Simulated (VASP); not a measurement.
A run of VASP 6.6.1 is set up as follows.

INCAR

```
PREC     = Accurate       # precision mode
ENCUT    = 520            # plane-wave cutoff, eV
EDIFF    = 1E-6           # SCF threshold, eV
ISMEAR   = -1             # smearing method
SIGMA    = 0.1            # smearing width, eV
LREAL    = F              # projectors in reciprocal space
LASPH    = T              # aspherical terms in the spheres
NELM     = 80             # most SCF steps
ALGO     = Normal         # electronic algorithm
ISIF     = 2              # what is computed and relaxed
LWAVE    = F              # write WAVECAR
LCHARG   = T              # write CHGCAR
GGA      = CA             # functional
LELF     = T              # ELF
LVHAR    = T            
NBANDS   = 28             # bands
```

File KPOINTS:

```
Automatic mesh
0
Gamma
  5 5 5
```

The input POSCAR:

```
Hf3Au
1.0
    4.3506540000      0.0000000000      0.0000000000
    0.0000000000      4.3506540000      0.0000000000
    0.0000000000      0.0000000000      4.3506540000
Hf Au
3 1
Direct
    0.5000000000      0.0000000000      0.0000000000
    0.0000000000      0.5000000000      0.0000000000
    0.0000000000      0.0000000000      0.5000000000
    0.5000000000      0.5000000000      0.5000000000
```

Potentials or basis: VASP PAW LDA potentials, release 64 (Hf_pv, Au).

Launch:

```bash
$ cat potpaw_LDA.64/Hf_pv/POTCAR potpaw_LDA.64/Au/POTCAR > POTCAR
$ mpirun -np 1 vasp_std > vasp.out
```

Q: Estimate the pressure.

A: -9.4 GPa.
